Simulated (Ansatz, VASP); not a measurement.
## Two plane-wave programs on Al2Cu3

```
Al Cu
1.0
     2.75916    0.00000    0.00000
    -1.37958    2.38950    0.00000
     0.00000    0.00000   20.24172
Al Cu
4 6
Direct
  0.66667 0.33333 0.69841
  0.66667 0.33333 0.89970
  0.66667 0.33333 0.10030
  0.66667 0.33333 0.30159
  0.33333 0.66667 0.59952
  0.33333 0.66667 0.79950
  0.33333 0.66667 0.00000
  0.33333 0.66667 0.20050
  0.33333 0.66667 0.40048
  0.66667 0.33333 0.50000
```

Alike in both runs: functional PBE; k mesh 6 × 6 × 1; occupations gaussian, width 0.1 eV; no spin polarisation.

Ansatz relaxed the structure, and its values are those at the end. VASP's run is a single point on that final structure, the one shown.

|  | VASP | Ansatz |
| --- | --- | --- |
| version | VASP 6.6.1 | Ansatz 0.2.0 |
| potentials or method | VASP PAW PBE potentials, release 64 (Al, Cu), cutoff 520 eV | scalar-relativistic, plane waves, PAW |
| valence electrons in the cell | 78 | 126 |

|  | VASP | Ansatz | Ansatz less VASP |
| --- | --- | --- | --- |
| gap on the k mesh at the Fermi level (eV) | none | none | - |
| pressure (GPa) | 0.2 | -0.1 | -0.27 |
| rms of the force components (eV/Å) | 0.007 | 0.004 | -0.0033 |

A gap of «none» marks a metal or a gap that the smearing closes. VASP's potentials hold 78 valence electrons a cell and Ansatz's 126, so a difference there can come from the potentials and not from the codes.

The k mesh is coarse, so the values compare programs but aren't converged.
